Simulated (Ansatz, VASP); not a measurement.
## NaF in VASP and in Ansatz

File INCAR:

```
SYSTEM = NaF
PREC = Accurate ; ENCUT = 600
EDIFF = 1E-6 ; ISMEAR = 0
SIGMA = 0.1 ; LREAL = .FALSE.
LASPH = .TRUE. ; NELM = 120
ALGO = Normal ; ISIF = 2
LWAVE = .FALSE. ; LCHARG = .FALSE.
GGA = PE ; IVDW = 12
NBANDS = 14 ; GGA_COMPAT = .FALSE.
```

KPOINTS

```
regular mesh
0
G
  6 6 6
  0 0 0
```

POSCAR

```
NaF
1.0
    0.0000000000      2.3200000000      2.3200000000
    2.3200000000      0.0000000000      2.3200000000
    2.3200000000      2.3200000000      0.0000000000
Na F
1 1
Direct
    0.0000000000      0.0000000000      0.0000000000
    0.5000000000      0.5000000000      0.5000000000
```

Input for Ansatz:

```yaml
crystal:
  lattice:
    - [0.0, 2.32, 2.32]
    - [2.32, 0.0, 2.32]
    - [2.32, 2.32, 0.0]
  atoms:
    - { symbol: Na, position: [0.0, 0.0, 0.0] }
    - { symbol: F, position: [0.5, 0.5, 0.5] }
basis:
  ecutwfc: 420
kpoints:
  mp_grid: { grid: [6, 6, 6] }
hamiltonian:
  xc: pbe
  dispersion: d3bj
  pseudopotentials: { kind: paw, azcp: { folder: soft_1 } }
scf:
  occupations: { method: gaussian, width: 0.1 }
output:
  forces: true
  stress: true
  eigenvalues: true
```

Alike in both runs: task single point; functional PBE; dispersion D3(BJ); k mesh 6 × 6 × 6; occupations gaussian, width 0.1 eV; no spin polarisation.

|  | VASP | Ansatz |
| --- | --- | --- |
| version | VASP 6.6.1 | Ansatz 0.2.0 |
| potentials or method | VASP PAW PBE potentials, release 64 (Na_pv, F), cutoff 600 eV | scalar-relativistic, plane waves, PAW |
| valence electrons in the cell | 14 | 16 |

|  | VASP | Ansatz | Ansatz less VASP |
| --- | --- | --- | --- |
| gap on the k mesh at the Fermi level (eV) | 6.28 | 6.29 | +0.014 |
| least direct gap on the mesh (eV) | 6.28 | 6.29 | +0.014 |
| pressure (GPa) | -0.6 | -0.4 | +0.23 |

VASP's potentials hold 14 valence electrons a cell and Ansatz's 16, so a difference there can come from the potentials and not from the codes.
